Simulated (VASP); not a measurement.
Write the native input for VASP 6.6.1 that does the following.

| Item | Value |
| --- | --- |
| Task | single point |
| Functional | PBE |
| Potentials or basis | VASP PAW PBE potentials, release 64 (Hf_pv, Ge_d) |
| Cutoff | 520 eV |
| k mesh | 6 × 6 × 4 |
| Occupations | gaussian, width 0.1 eV |
| Spin | no spin polarisation |
| Dipole correction | no |
| Further INCAR settings | ALGO = Normal; EDIFF = 1e-07; NBANDS = 39 |

The structure of Hf2Ge3 lies in POSCAR:

```
Hf2Ge3
1.0
    5.2659509631      0.0000000000      0.0000000000
   -2.6329754815      4.5604473091      0.0000000000
    0.0000000000      0.0000000000      5.7114222865
Hf Ge
2 3
Direct
    0.0000000000      0.0000000000      0.7348216405
    0.0000000000      0.0000000000      0.2651783595
    0.5000000000      0.0000000000      0.5000000000
    0.0000000000      0.5000000000      0.5000000000
    0.5000000000      0.5000000000      0.5000000000
```

The cell was built from a structure type or drawn by symmetry, and may not be a known phase.

One way to write it, as run:

INCAR

```
SYSTEM = Hf2Ge3
  ALGO = Normal
  EDIFF = 1E-7
  ENCUT = 520
  GGA = PE
  ISIF = 2
  ISMEAR = 0
  LASPH = .TRUE.
  LCHARG = .FALSE.
  LREAL = .FALSE.
  LWAVE = .FALSE.
  NBANDS = 39
  NELM = 80
  PREC = Accurate
  SIGMA = 0.1
```

KPOINTS

```
k-points
0
G
  6 6 4
  0 0 0
```

Potentials or basis: VASP PAW PBE potentials, release 64 (Hf_pv, Ge_d).

Command:

```console
$ cat potpaw_PBE.64/Hf_pv/POTCAR potpaw_PBE.64/Ge_d/POTCAR > POTCAR
$ mpirun -np 1 vasp_std > vasp.out
```

It gave:

| Item | Value |
| --- | --- |
| Pressure | -0.4 GPa |
| Largest force | 0.104 eV/Å |
| Band gap on the k mesh | zero (bands 31 and 32 overlap by 1.01 eV) |

Caveat: spin-orbit coupling is left out, which moves the levels of the heavy elements.

Wall time 2.6 min on 1 thread of Intel(R) Xeon(R) Platinum 8259CL CPU @ 2.50GHz (Skylake/Cascade Lake) (shared host), peak memory 0.29 GiB.
